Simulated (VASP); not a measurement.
Here is a VASP 6.6.1 calculation.

The input INCAR:

```
PREC     = Accurate       # precision mode
ENCUT    = 520            # plane-wave cutoff, eV
EDIFF    = 1E-6           # SCF threshold, eV
ISMEAR   = 0              # smearing method
SIGMA    = 0.1            # smearing width, eV
LREAL    = F              # projectors in reciprocal space
LASPH    = T              # aspherical terms in the spheres
NELM     = 80             # most SCF steps
ALGO     = Normal         # electronic algorithm
ISIF     = 2              # what is computed and relaxed
LWAVE    = F              # write WAVECAR
LCHARG   = F              # write CHGCAR
GGA      = PE             # functional
NBANDS   = 28             # bands
```

Contents of KPOINTS:

```
Automatic mesh
0
Gamma
  6 6 6
```

File POSCAR:

```
AlGa2N2
1.0
    0.0000000000      2.4218115400      5.8149899900
    2.4098770900      0.0000000000      5.8149899900
    2.4098770900      2.4218115400      0.0000000000
Al Ga N
1 2 2
Direct
    0.5000000000      0.5000000000      0.5000000000
    0.2500000000      0.2500000000      0.2500000000
    0.7500000000      0.7500000000      0.7500000000
    0.1428000000      0.1428000000      0.8572000000
    0.8572000000      0.8572000000      0.1428000000
```

Potentials or basis: VASP PAW PBE potentials, release 64 (Al, Ga_d, N).

Launch:

```bash
$ cat potpaw_PBE.64/Al/POTCAR potpaw_PBE.64/Ga_d/POTCAR potpaw_PBE.64/N/POTCAR > POTCAR
$ mpirun -np 1 vasp_std > vasp.out
```

(1) Predict the band gap on the k mesh.

(2) What does it give for the pressure?

(3) What does it give for the largest force?

## Answers

(1) zero (an odd number of electrons rules out a gap without spin polarisation).

(2) 10.9 GPa.

(3) 1.154 eV/Å.

Caveat: the cell stands under pressure; forces of over 1 eV/Å act on the atoms, so gaps and moduli don't describe the material at rest.
